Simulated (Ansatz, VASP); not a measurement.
Given: the input of a run of VASP 6.6.1 on CuO.

The input INCAR:

```
SYSTEM = CuO
ALGO = Normal ; EDIFF = 1E-6
ENCUT = 700 ; GGA = RP
GGA_COMPAT = .False. ; ISIF = 2
ISMEAR = -1 ; LASPH = .True.
LCHARG = .False. ; LREAL = .False.
LWAVE = .False. ; NBANDS = 33
NELM = 120 ; PREC = Accurate
SIGMA = 0.05
```

File KPOINTS:

```
k-points
0
Gamma
  10 10 5
  0 0 0
```

Contents of POSCAR:

```
CuO
1.0
    2.3906349594     -1.7470044264      0.0000000000
    2.3906349594      1.7470044264      0.0000000000
   -0.8774277226      0.0000000000      5.1586693681
Cu O
2 2
Direct
    0.0032000000      0.4968000000      0.0000000000
    0.4968000000      0.0032000000      0.5000000000
    0.5714000000      0.4056000000      0.2537000000
    0.4056000000      0.5714000000      0.7537000000
```

Potentials or basis: VASP PAW PBE potentials, release 64 (Cu_sv_GW, O).

Command:

```bash
$ cat potpaw_PBE.64/Cu_sv_GW/POTCAR potpaw_PBE.64/O/POTCAR > POTCAR
$ mpirun -np 1 vasp_std > vasp.out
```

**Question.** Translate it to Ansatz 0.2.0. Potentials there: Ansatz PAW.

**Answer.** As run (the cutoff follows the program's own potentials):

input.yaml

```yaml
crystal:
  lattice:
    - [2.3906349594, -1.7470044264, 0.0]
    - [2.3906349594, 1.7470044264, 0.0]
    - [-0.8774277226, 0.0, 5.1586693681]
  atoms:
    - { symbol: Cu, position: [0.0032, 0.4968, 0.0] }
    - { symbol: Cu, position: [0.4968, 0.0032, 0.5] }
    - { symbol: O, position: [0.5714, 0.4056, 0.2537] }
    - { symbol: O, position: [0.4056, 0.5714, 0.7537] }
hamiltonian:
  xc: rpbe
  pseudopotentials: { kind: paw }
kpoints:
  mp_grid: { grid: [10, 10, 5] }
scf:
  occupations: { method: fermi_dirac, width: 0.05 }
output:
  forces: true
  stress: true
  eigenvalues: true
```

Potentials or basis: Ansatz PAW.

The run is started by

```console
$ ansatz run input.yaml --threads 2 --pin off --max-ram 5632MiB --backend cpu --events-out ev --progress --plain --runs-dir out
```

Both were run:

|  | VASP | Ansatz | Ansatz less VASP |
| --- | --- | --- | --- |
| gap on the k mesh at the Fermi level (eV) | none | none | - |
| pressure (GPa) | -1.5 | 1.3 | +2.84 |
| traceless stress, the component that is largest in VASP (GPa) | 2.21 | 2.21 | 0.000 |
| rms of the force components (eV/Å) | 0.381 | 0.377 | -0.0035 |

VASP's potentials were made for PBE, not for RPBE. Atom by atom the forces differ by 0.005 eV/Å (rms over components). A gap of «none» marks a metal or a gap that the smearing closes.
